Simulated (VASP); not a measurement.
Here is a VASP 6.6.1 calculation.

File POSCAR:

```
Pb
1.0
    0.0000000000      2.4349017696      2.4349017696
    2.4349017696      0.0000000000      2.4349017696
    2.4349017696      2.4349017696      0.0000000000
Pb
1
Direct
    0.0000000000      0.0000000000      0.0000000000
```

INCAR.step1

```
ALGO     = Normal         # electronic algorithm
EDIFF    = 1E-4           # SCF threshold, eV
ENCUT    = 520            # plane-wave cutoff, eV
GGA      = PE             # functional
ISMEAR   = -1             # smearing method
LASPH    = True           # aspherical terms in the spheres
LCHARG   = False          # write CHGCAR
LREAL    = False          # projectors in reciprocal space
LWAVE    = True           # write WAVECAR
NBANDS   = 13             # bands
NELM     = 80             # most SCF steps
PREC     = Accurate       # precision mode
SIGMA    = 0.05           # smearing width, eV
```

Contents of INCAR.step2:

```
ALGO     = Normal         # electronic algorithm
EDIFF    = 1E-7           # SCF threshold, eV
ENCUT    = 520            # plane-wave cutoff, eV
ISIF     = 2              # what is computed and relaxed
ISMEAR   = -1             # smearing method
ISTART   = 1            
LASPH    = True           # aspherical terms in the spheres
LCHARG   = True           # write CHGCAR
LELF     = True           # ELF
LMIXTAU  = True         
LREAL    = False          # projectors in reciprocal space
LVHAR    = True         
LWAVE    = False          # write WAVECAR
METAGGA  = R2SCAN         # meta-GGA
NBANDS   = 13             # bands
NELM     = 80             # most SCF steps
PREC     = Accurate       # precision mode
SIGMA    = 0.05           # smearing width, eV
```

KPOINTS

```
k-points
0
Gamma
  20 20 20
```

Potentials or basis: VASP PAW PBE potentials, release 64 (Pb_d).

Run with:

```console
$ cat potpaw_PBE.64/Pb_d/POTCAR > POTCAR
$ cp INCAR.step1 INCAR
$ mpirun -np 1 vasp_std > vasp.out
$ cp INCAR.step2 INCAR
$ mpirun -np 1 vasp_std > vasp.out
```

Task: Predict the pressure.

Result: 4.0 GPa.

Task: Estimate the band gap on the k mesh.

Result: Zero (bands 7 and 8 overlap by 9.95 eV).

Caveat: the cell stands under pressure; the PAW data sets were made with another functional, which shifts forces and pressure a little; spin-orbit coupling is left out, which moves the levels of the heavy elements.
